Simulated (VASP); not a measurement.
# Sn: single point with r2SCAN

Sn:

```
Sn
1.0
     4.68084    0.00000    0.00000
    -2.34042    4.05372    0.00000
     0.00000    0.00000    7.68928
Sn
4
Direct
  0.33333 0.66667 0.00024
  0.66667 0.33333 0.50024
  0.33333 0.66667 0.37476
  0.66667 0.33333 0.87476
```

This isn't the form of Sn at room conditions, which is tetragonal (white tin).

```json
{
 "Program": "VASP 6.6.1",
 "Task": "single point",
 "Functional": "r2SCAN",
 "Potentials or basis": "VASP PAW PBE potentials, release 64 (Sn_d)",
 "Cutoff": "520 eV",
 "k mesh": "6 × 6 × 4",
 "Occupations": "fermi-dirac, width 0.02 eV",
 "Spin": "no spin polarisation",
 "Dipole correction": "no",
 "Further INCAR settings": "ALGO = Normal; EDIFF = 1e-06; NBANDS = 36"
}
```

```json
{
  "Pressure": "-1.2 GPa",
  "Largest force": "0.012 eV/Å"
}
```

Forces in eV/Å, atoms in the order of the input:
```
Sn   0.000  0.000 -0.012
Sn   0.000  0.000 -0.012
Sn   0.000  0.000  0.012
Sn   0.000  0.000  0.012
```

Levels at points of the mesh, in eV from the Fermi level:
```tsv
k point	band 24	band 25	band 26	band 27	band 28	band 29	band 30	band 31	band 32	band 33
(0.00, 0.00, 0.00)	-1.15	-1.15	-0.72	-0.11	-0.03	0.15	0.15	2.09	2.09	2.47
(0.50, 0.00, 0.00)	-5.77	-3.48	-2.40	-2.05	-1.12	0.81	1.36	3.35	3.39	3.79
(0.00, 0.00, 0.50)	-4.11	-0.64	-0.64	-0.64	-0.64	0.47	0.47	3.02	3.02	3.02
(0.50, 0.00, 0.50)	-6.61	-1.98	-1.98	-1.87	-1.87	0.63	0.63	2.20	2.20	5.25
```

It took 3.7 min on 1 thread of Intel(R) Xeon(R) Platinum 8488C (Sapphire Rapids), with other jobs on the host, peak memory 0.32 GiB.

Caveat: the PAW data sets were made with another functional, which shifts forces and pressure a little; spin-orbit coupling is left out, which moves the levels of the heavy elements.
